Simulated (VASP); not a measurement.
# FeBiO4 (F-43m) in VASP: single point with PBE

Aim: the single point of FeBiO4 with PBE.

All numbers are computed with VASP 6.6.1; they aren't measurements. Logs are shortened: lines on timing, memory, paths and dates and some standing lists are left out, and cuts for length are marked.

### Step 1. The cell of the first run

The structure is cubic, space group F-43m (No. 216). Conventional cell: a = 7.309 Å, b = 7.309 Å, c = 7.309 Å, α = 90.00°, β = 90.00°, γ = 90.00°. Fe (site symmetry -43m) has 4 O at 1.64 Å within 2.2 Å. Bi (site symmetry -43m) has 12 O at 3.02 Å and 6 Fe at 3.65 Å within 4.0 Å. O (site symmetry 3m) has 1 Fe at 1.64 Å within 2.2 Å.

### Step 2. Single point, PBE, collinear spin, ferromagnetic start

INCAR

```
SYSTEM = FeBiO4
  ALGO = Normal
  EDIFF = 1E-6
  ENCUT = 520
  GGA = PE
  ISIF = 2
  ISMEAR = 0
  ISPIN = 2
  LASPH = .TRUE.
  LCHARG = .FALSE.
  LMAXMIX = 4
  LORBIT = 11
  LREAL = .FALSE.
  LWAVE = .FALSE.
  MAGMOM = 0.52 0 0 0 0 0
  NBANDS = 36
  NELM = 150
  PREC = Accurate
  SIGMA = 0.1
```

KPOINTS

```
k-points
0
G
  10 10 10
  0 0 0
```

POSCAR

```
FeBiO4
1.0
    0.0000000000      3.6544706057      3.6544706057
    3.6544706057      0.0000000000      3.6544706057
    3.6544706057      3.6544706057      0.0000000000
Fe Bi O
1 1 4
Direct
    0.0000000000      0.0000000000      0.0000000000
    0.5000000000      0.5000000000      0.5000000000
    0.3879348241      0.8706883920      0.8706883920
    0.8706883920      0.8706883920      0.8706883920
    0.8706883920      0.8706883920      0.3879348241
    0.8706883920      0.3879348241      0.8706883920
```

Potentials or basis: VASP PAW PBE potentials, release 64 (Fe, Bi_d, O).

The run is started by

```bash
> cat potpaw_PBE.64/Fe/POTCAR potpaw_PBE.64/Bi_d/POTCAR potpaw_PBE.64/O/POTCAR > POTCAR
> mpirun -np 1 vasp_std > vasp.out
```

OUTCAR:

```text
SYSTEM = FeBiO4
   EDIFF = 1E-6
   ENCUT = 520
   GGA = PE
   ISIF = 2
   ISMEAR = 0
   ISPIN = 2
   LASPH = .TRUE.
   LORBIT = 11
   LREAL = .FALSE.
   NELM = 150
   PREC = Accurate

 ion  position               nearest neighbor table
   1  0.000  0.000  0.000-   4 1.64   3 1.64   5 1.64   6 1.64
   2  0.500  0.500  0.500-
   3  0.388  0.871  0.871-   1 1.64
   4  0.871  0.871  0.871-   1 1.64
   5  0.871  0.871  0.388-   1 1.64
   6  0.871  0.388  0.871-   1 1.64

  LATTYP: Found a face centered cubic cell.
 ALAT       =     7.3089412114

  Lattice vectors:

 A1 = (   0.0000000000,   3.6544706057,   3.6544706057)
 A2 = (   3.6544706057,   0.0000000000,   3.6544706057)
 A3 = (   3.6544706057,   3.6544706057,   0.0000000000)

Analysis of symmetry for initial positions (statically):
=====================================================================
 Subroutine PRICEL returns:
 Original cell was already a primitive cell.

 Routine SETGRP: Setting up the symmetry group for a
 face centered cubic supercell.

 Subroutine GETGRP returns: Found 24 space group operations
 (whereof 24 operations were pure point group operations)
 out of a pool of 48 trial point group operations.

The static configuration has the point symmetry T_d .

Analysis of symmetry for dynamics (positions and initial velocities):
=====================================================================
 Subroutine PRICEL returns:
 Original cell was already a primitive cell.

 Routine SETGRP: Setting up the symmetry group for a
 face centered cubic supercell.

 Subroutine GETGRP returns: Found 24 space group operations
 (whereof 24 operations were pure point group operations)
 out of a pool of 48 trial point group operations.

The dynamic configuration has the point symmetry T_d .

Analysis of structural, dynamic, and magnetic symmetry:
=====================================================================
 Subroutine PRICEL returns:
 Original cell was already a primitive cell.

 Routine SETGRP: Setting up the symmetry group for a
 face centered cubic supercell.

 Subroutine GETGRP returns: Found 24 space group operations
 (whereof 24 operations were pure point group operations)
 out of a pool of 48 trial point group operations.

The overall configuration has the point symmetry T_d .

 Subroutine INISYM returns: Found 24 space group operations
 (whereof 24 operations are pure point group operations),
 and found     1 'primitive' translations

----------------------------------------------------------------------------------------

[... 137 lines left out ...]

 number of electron      47.0000007 magnetization       0.8421125

 Free energy of the ion-electron system (eV)
  ---------------------------------------------------
  ext. energy  EPLUGINS =         0.00000000
  ---------------------------------------------------
  free energy    TOTEN  =       -34.67186234 eV

  energy without entropy =      -34.65437741  energy(sigma->0) =      -34.66311987

 E-fermi :   3.2068     XC(G=0):  -9.4015

 val. band max:        3.2050546746   @ k =   0.5000   0.4000   0.1000
 cond. band min:       3.2122243920   @ k =   0.2000   0.0000   0.0000
 fundamental gap:      0.0071697174
 Fermi energy:         3.2068300901

 spin component 1

 k-point     1 :       0.0000    0.0000    0.0000
  band No.  band energies     occupation
      1     -20.9631      1.00000
      2     -20.9631      1.00000
      3     -20.9631      1.00000
      4     -20.9624      1.00000
      5     -20.9624      1.00000
      6     -16.0491      1.00000
[... 901 lines left out ...]
     34      13.0928      0.00000
     35      14.2169      0.00000

 [... further k-points ...]

 spin component 2

 k-point     1 :       0.0000    0.0000    0.0000
  band No.  band energies     occupation
      1     -20.9723      1.00000
      2     -20.9723      1.00000
      3     -20.9723      1.00000
      4     -20.9683      1.00000
      5     -20.9683      1.00000
      6     -15.9673      1.00000
[... 901 lines left out ...]
     34      13.1044      0.00000
     35      14.2237      0.00000

 [... further k-points ...]

 [bands above 35 left out]

------------------------ aborting loop because EDIFF is reached ----------------------------------------

  FORCE on cell =-STRESS in cart. coord.  units (eV):
  Direction    XX          YY          ZZ          XY          YZ          ZX
  --------------------------------------------------------------------------------------
  -------------------------------------------------------------------------------------
  Total        0.8516919      0.8516919      0.8516919     -0.0000000      0.0000000      0.0000000
  in kB       13.9794373     13.9794373     13.9794373     -0.0000000      0.0000000      0.0000000
  external PRESSURE =      13.9794373 kB  Pullay stress =       0.0000000 kB

 VOLUME and BASIS-vectors are now :
 -----------------------------------------------------------------------------
  energy-cutoff  :      520.00
  volume of cell :       97.61
      direct lattice vectors                 reciprocal lattice vectors
     0.000000000  3.654470606  3.654470606    -0.136818723  0.136818723  0.136818723
     3.654470606  0.000000000  3.654470606     0.136818723 -0.136818723  0.136818723
     3.654470606  3.654470606  0.000000000     0.136818723  0.136818723 -0.136818723

 POSITION                                       TOTAL-FORCE (eV/Angst)
 -----------------------------------------------------------------------------------
      0.00000      0.00000      0.00000        -0.000000     -0.000000     -0.000000
      3.65447      3.65447      3.65447        -0.000000     -0.000000     -0.000000
      6.36381      4.59960      4.59960        -0.290081      0.290081      0.290081
      6.36381      6.36381      6.36381        -0.290081     -0.290081     -0.290081
      4.59960      4.59960      6.36381         0.290081      0.290081     -0.290081
      4.59960      6.36381      4.59960         0.290081     -0.290081      0.290081
 -----------------------------------------------------------------------------------
    total drift:                                0.000000      0.000000      0.000000

  FREE ENERGIE OF THE ION-ELECTRON SYSTEM (eV)
  ---------------------------------------------------
  free  energy   TOTEN  =       -34.6718623421 eV

  energy  without entropy=      -34.6543774078  energy(sigma->0) =      -34.66311987

 total charge

# of ion       s       p       d       tot
------------------------------------------
    1        0.709   1.067   6.659   8.434
    2        1.624   0.791   9.918  12.332
    3        1.609   3.289   0.000   4.898
    4        1.609   3.289   0.000   4.898
    5        1.609   3.289   0.000   4.898
    6        1.609   3.289   0.000   4.898
--------------------------------------------------
tot          8.767  15.015  16.576  40.358

 magnetization (x)

# of ion       s       p       d       tot
------------------------------------------
    1        0.000  -0.005   0.633   0.629
    2        0.002  -0.033   0.001  -0.030
    3        0.000   0.046   0.000   0.046
    4        0.000   0.046   0.000   0.046
    5        0.000   0.046   0.000   0.046
    6        0.000   0.046   0.000   0.046
--------------------------------------------------
tot          0.003   0.148   0.633   0.784
```

OSZICAR:

```text
N       E                     dE             d eps       ncg     rms          rms(c)
DAV:   1     0.542784182874E+03    0.54278E+03   -0.22410E+04  6784   0.144E+03
DAV:   2     0.343923541104E+02   -0.50839E+03   -0.45651E+03  7216   0.405E+02
[... 11 lines left out ...]
DAV:  14    -0.346715442751E+02    0.25840E-03   -0.93068E-04  8700   0.424E-01    0.276E-01
DAV:  15    -0.346718132312E+02   -0.26896E-03   -0.52901E-04  8676   0.255E-01    0.302E-02
DAV:  16    -0.346718438561E+02   -0.30625E-04   -0.50725E-05  7476   0.409E-02    0.180E-02
DAV:  17    -0.346718610357E+02   -0.17180E-04   -0.23656E-05  7304   0.304E-02    0.575E-03
DAV:  18    -0.346718620838E+02   -0.10480E-05   -0.13453E-06  5904   0.784E-03    0.819E-03
DAV:  19    -0.346718623421E+02   -0.25835E-06   -0.34782E-07  4792   0.534E-03
   1 F= -.34671862E+02 E0= -.34663120E+02  d E =-.174849E-01  mag=     0.8420
```

It took 3.2 min on 1 thread of Intel Xeon 6975P-C (Granite Rapids), shared host; peak memory 0.46 GiB.

Results:

```yaml
Free_energy: -34.6719 eV
Pressure: 1.4 GPa
Largest_force: 0.502 eV/Å
Net_moment: 0.84 μB per cell
Site_moments: Fe +0.63; Bi -0.03; O +0.05 μB
Valence_electrons_inside_the_program's_atomic_spheres: Fe 8.43; Bi 12.33; O 4.90
```

Forces on the atoms (eV/Å):
```
Fe   0.000  0.000  0.000
Bi   0.000  0.000  0.000
O   -0.290  0.290  0.290
O   -0.290 -0.290 -0.290
O    0.290  0.290 -0.290
O    0.290 -0.290  0.290
```

Caveat: spin-orbit coupling is left out, which moves the levels of the heavy elements; a cell with one magnetic atom can't hold antiferromagnetic order, which such compounds often take; semilocal functionals often make such compounds metallic where correlation or magnetic order opens a gap, which also shifts bond lengths.
